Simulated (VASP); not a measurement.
Wanted: the native input for a VASP 6.6.1 run.

| Item | Value |
| --- | --- |
| Task | single point |
| Functional | r2SCAN |
| Potentials or basis | VASP PAW PBE potentials, release 64 (Hf_pv, N) |
| Cutoff | 520 eV |
| k mesh | 9 × 9 × 9 |
| Occupations | fermi-dirac, width 0.05 eV |
| Spin | no spin polarisation |
| Dipole correction | no |
| Further INCAR settings | ALGO = Normal; EDIFF = 1e-06; NBANDS = 14 |

HfN:

```
Hf N
1.0
     2.82503    0.00000    0.00000
     0.00000    2.82503    0.00000
     0.00000    0.00000    2.82503
Hf N
1 1
Direct
  0.50000 0.50000 0.50000
  0.00000 0.00000 0.00000
```

One way to write it, as run:

POSCAR

```
HfN
1.0
    2.8250300000      0.0000000000      0.0000000000
    0.0000000000      2.8250300000      0.0000000000
    0.0000000000      0.0000000000      2.8250300000
Hf N
1 1
Direct
    0.5000000000      0.5000000000      0.5000000000
    0.0000000000      0.0000000000      0.0000000000
```

INCAR.step1

```
SYSTEM = HfN
PREC = Accurate
ENCUT = 520
ISMEAR = -1
SIGMA = 0.05
LREAL = .False.
LASPH = .True.
NELM = 60
NBANDS = 14
GGA = PE
ALGO = Normal
EDIFF = 1E-4
LWAVE = .True.
LCHARG = .False.
```

INCAR.step2

```
SYSTEM = HfN
PREC = Accurate
ENCUT = 520
EDIFF = 1E-6
ISMEAR = -1
SIGMA = 0.05
LREAL = .False.
LASPH = .True.
NELM = 60
ALGO = Normal
ISIF = 2
LWAVE = .False.
LCHARG = .False.
METAGGA = R2SCAN
LMIXTAU = .True.
NBANDS = 14
ISTART = 1
```

KPOINTS

```
Automatic mesh
0
Gamma
  9 9 9
  0 0 0
```

Potentials or basis: VASP PAW PBE potentials, release 64 (Hf_pv, N).

The run is started by

```bash
$ cat potpaw_PBE.64/Hf_pv/POTCAR potpaw_PBE.64/N/POTCAR > POTCAR
$ cp INCAR.step1 INCAR
$ mpirun -np 1 vasp_std > vasp.out
$ cp INCAR.step2 INCAR
$ mpirun -np 1 vasp_std > vasp.out
```

It gave:

```yaml
Pressure: -7.9 GPa
```

Caveat: the PAW data sets were made with another functional, which shifts forces and pressure a little.

It took 52 s on 1 thread of Intel Xeon 8259CL, with other jobs on the host, peak memory 0.15 GiB.
